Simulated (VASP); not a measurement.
**KBr: single point with PBE+D3(BJ)**

KBr:

```xyz
2
Lattice="0.0000 3.2829 3.2829 3.2829 0.0000 3.2829 3.2829 3.2829 0.0000" Properties=species:S:1:pos:R:3 pbc="T T T"
K     0.0000    0.0000    0.0000
Br    3.2829    3.2829    3.2829
```

```json
{
 "Program": "VASP 6.6.1",
 "Task": "single point",
 "Functional": "PBE",
 "Dispersion": "D3(BJ)",
 "Potentials or basis": "VASP PAW PBE potentials, release 64 (K_sv, Br)",
 "Cutoff": "520 eV",
 "k mesh": "6 × 6 × 6",
 "Occupations": "gaussian, width 0.02 eV",
 "Spin": "no spin polarisation"
}
```

```json
{"Pressure": "0.0 GPa", "Band gap on the k mesh": "4.48 eV", "Dispersion energy per atom": "-0.210 eV"}
```

Levels at points of the mesh, in eV from the valence-band top:
```csv
k point,band 6,band 7,band 8,band 9,band 10,band 11
"(0.00, 0.00, 0.00)",0.00,0.00,0.00,4.48,7.61,7.61
"(0.50, 0.00, 0.00)",-1.21,-0.35,-0.35,6.62,8.29,9.81
"(0.50, 0.50, 0.00)",-0.83,-0.29,-0.29,5.85,7.26,9.39
```

Run time: 36 s on 1 thread of AMD EPYC 7R13, on a shared host, peak memory 0.18 GiB.
